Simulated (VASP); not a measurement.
# Ge: single point with PBEsol

The system is Ge.

```
Ge
1.0
     3.99759   -0.05996   -0.05996
    -2.05072    3.49199   -0.02195
    -0.09899   -0.09899    6.59938
Ge
4
Direct
  0.66667 0.33333 0.06290
  0.33333 0.66667 0.56290
  0.66667 0.33333 0.43710
  0.33333 0.66667 0.93710
```

This cell differs from its parent crystal: equal xy, yz and zx shear strains of -3 %.

| Property | Result |
| --- | --- |
| Program | VASP 6.6.1 |
| Task | single point |
| Functional | PBEsol |
| Potentials or basis | VASP PAW PBE potentials, release 64 (Ge_d) |
| Cutoff | 520 eV |
| k mesh | 11 × 11 × 6 |
| Occupations | fermi-dirac, width 0.05 eV |
| Spin | no spin polarisation |

- Pressure: 0.0 GPa
- Largest force: 0.467 eV/Å
- Band gap on the k mesh: zero (bands 28 and 29 overlap by 0.02 eV)

Forces on the atoms (eV/Å):
```
Ge  -0.054  0.171  0.006
Ge   0.424  0.195  0.026
Ge  -0.424 -0.195 -0.026
Ge   0.054 -0.171 -0.006
```

Stress tensor (GPa, compression positive):
```
 0.12  2.05  1.45
 2.05  0.09  1.45
 1.45  1.45 -0.14
```

Levels at points of the mesh, in eV from the Fermi level:
```tsv
k point	band 25	band 26	band 27	band 28	band 29	band 30	band 31	band 32
(0.00, 0.00, 0.00)	-1.45	-0.21	-0.18	-0.09	0.06	0.20	2.09	2.39
(0.00, 0.00, 0.50)	-1.04	-0.97	-0.78	-0.72	0.60	0.61	3.11	3.24
```

It took 23 min on 1 thread of Oxide Virtual Turin-like Processor, with other jobs on the host, peak memory 0.79 GiB.

Caveat: the cell differs from its parent crystal (equal xy, yz and zx shear strains of -3 %); semilocal functionals underestimate gaps, so a narrow gap can read as zero; the PAW data sets were made with another functional, which shifts forces and pressure a little.
